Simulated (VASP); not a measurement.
Input of a VASP 6.6.1 run:

Contents of INCAR:

```
  PREC = Accurate
  ENCUT = 520
  EDIFF = 1E-7
  ISMEAR = 0
  SIGMA = 0.01
  LREAL = False
  LASPH = True
  NELM = 80
  ALGO = Normal
  ISIF = 2
  LWAVE = False
  LCHARG = False
  GGA = PE
  ISYM = 0
  NBANDS = 46
```

Contents of KPOINTS:

```
Automatic mesh
0
Gamma
  6 6 2
```

POSCAR

```
GaN
1.0
    3.2115380000      0.0000000000      0.0000000000
   -1.6057690000      2.7812730000      0.0000000000
    0.0000000000      0.0000000000     10.3568400000
Ga N
4 4
Direct
    0.0000000000      0.0000000000      0.2858680000
    0.3333330000      0.6666670000      0.5373490000
    0.6666670000      0.3333330000      0.0373490000
    0.0000000000      0.0000000000      0.7858680000
    0.3333330000      0.6666670000      0.8437450000
    0.0000000000      0.0000000000      0.5930380000
    0.6666670000      0.3333330000      0.3437450000
    0.0000000000      0.0000000000      0.0930380000
```

Potentials or basis: VASP PAW PBE potentials, release 64 (Ga_d, N).

Launch:

```bash
$ cat potpaw_PBE.64/Ga_d/POTCAR potpaw_PBE.64/N/POTCAR > POTCAR
$ mpirun -np 1 vasp_std > vasp.out
```

(1) Predict the band gap on the k mesh.

(2) Estimate the pressure.

Results:

(1) 0.81 eV, direct.

(2) -0.1 GPa.
